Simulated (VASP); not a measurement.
Write the native input for VASP 6.6.1 that does the following.

| Quantity | Value |
| --- | --- |
| Task | relaxation of cell and atoms |
| Functional | r2SCAN |
| Potentials or basis | VASP PAW PBE potentials, release 64 (Ta_pv, N) |
| Cutoff | 600 eV |
| k mesh | 10 × 10 × 10 |
| Occupations | fermi-dirac, width 0.05 eV |
| Spin | no spin polarisation |
| Hubbard terms | Ta d U = 3.0 eV |
| Dipole correction | no |
| Further INCAR settings | ALGO = Normal; EDIFF = 1e-06; IBRION = 2; EDIFFG = -0.01; NSW = 60; ISIF = 3 |

TaN:

```
Ta N
1.0
     0.00000    2.17900    2.17900
     2.17900    0.00000    2.17900
     2.17900    2.17900    0.00000
Ta N
1 1
Direct
  0.50000 0.50000 0.50000
  0.00000 0.00000 0.00000
```

These files were run (other wordings do the same):

POSCAR

```
TaN
1.0
    0.0000000000      2.1790013100      2.1790013100
    2.1790013100      0.0000000000      2.1790013100
    2.1790013100      2.1790013100      0.0000000000
Ta N
1 1
Direct
    0.5000000000      0.5000000000      0.5000000000
    0.0000000000      0.0000000000      0.0000000000
```

INCAR.step1

```
SYSTEM = TaN
  PREC = Accurate
  ENCUT = 600
  ISMEAR = -1
  SIGMA = 0.05
  LREAL = .False.
  LASPH = .True.
  NELM = 150
  LMAXMIX = 4
  LDAU = .True.
  LDAUTYPE = 2
  LDAUL = 2 -1
  LDAUU = 3 0
  LDAUJ = 0 0
  GGA = PE
  ALGO = Normal
  EDIFF = 1E-4
  LWAVE = .True.
  LCHARG = .False.
```

INCAR.step2

```
SYSTEM = TaN
  PREC = Accurate
  ENCUT = 600
  EDIFF = 1E-6
  ISMEAR = -1
  SIGMA = 0.05
  LREAL = .False.
  LASPH = .True.
  NELM = 150
  ALGO = Normal
  ISIF = 3
  LWAVE = .False.
  LCHARG = .False.
  LMAXMIX = 4
  LDAU = .True.
  LDAUTYPE = 2
  LDAUL = 2 -1
  LDAUU = 3 0
  LDAUJ = 0 0
  LDAUPRINT = 1
  METAGGA = R2SCAN
  LMIXTAU = .True.
  IBRION = 2
  NSW = 60
  EDIFFG = -0.01
  ISTART = 1
```

KPOINTS

```
regular mesh
0
Gamma
  10 10 10
  0 0 0
```

Potentials or basis: VASP PAW PBE potentials, release 64 (Ta_pv, N).

The run is started by

```console
$ cat potpaw_PBE.64/Ta_pv/POTCAR potpaw_PBE.64/N/POTCAR > POTCAR
$ cp INCAR.step1 INCAR
$ mpirun -np 1 vasp_std > vasp.out
$ cp INCAR.step2 INCAR
$ mpirun -np 1 vasp_std > vasp.out
```

Results of the run:

```
Relaxed volume                        : 10.96 Å³/atom
Relaxed cell                          : a = 3.141 Å, b = 3.141 Å, c = 3.141 Å, α = 60.00°, β = 60.00°, γ = 60.00°
Space group after relaxing (to 0.1 Å) : Fm-3m (No. 225)
Energy gained by relaxing             : 38.9 meV/atom
Ionic steps                           : 4
Pressure after relaxing               : -0.1 GPa
Band gap on the k mesh                : zero (bands 8 and 9 overlap by 3.96 eV)
```

Caveat: the PAW data sets were made with another functional, which shifts forces and pressure a little; spin-orbit coupling is left out, which moves the levels of the heavy elements; U without spin polarisation on a metal has little footing.

Run time: 2.8 min on 1 thread of Intel(R) Xeon(R) Platinum 8488C (Sapphire Rapids), on a shared host, peak memory 0.18 GiB.
